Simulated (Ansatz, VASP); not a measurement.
# One calculation of Cs, two programs

```
Cs
1.0
     0.00000    5.20040    5.20040
     5.20040    0.00000    5.20040
     5.20040    5.20040    0.00000
Cs
2
Direct
  0.50000 0.50000 0.50000
  0.75000 0.75000 0.75000
```

Alike in both runs: task single point; functional r2SCAN; k mesh 4 × 4 × 4; occupations gaussian, width 0.1 eV; no spin polarisation.

|  | VASP | Ansatz |
| --- | --- | --- |
| version | VASP 6.6.1 | Ansatz 0.2.0 |
| potentials or method | VASP PAW PBE potentials, release 64 (Cs_sv), cutoff 520 eV | scalar-relativistic, plane waves, PAW |
| valence electrons in the cell | 18 | 18 |

|  | VASP | Ansatz | Ansatz less VASP |
| --- | --- | --- | --- |
| gap on the k mesh at the Fermi level (eV) | none | none | - |
| pressure (GPa) | 0.1 | 0.1 | 0.00 |

VASP's potentials were made for PBE, not for r2SCAN. A gap of «none» marks a metal or a gap that the smearing closes.

Spin-orbit coupling is off throughout.
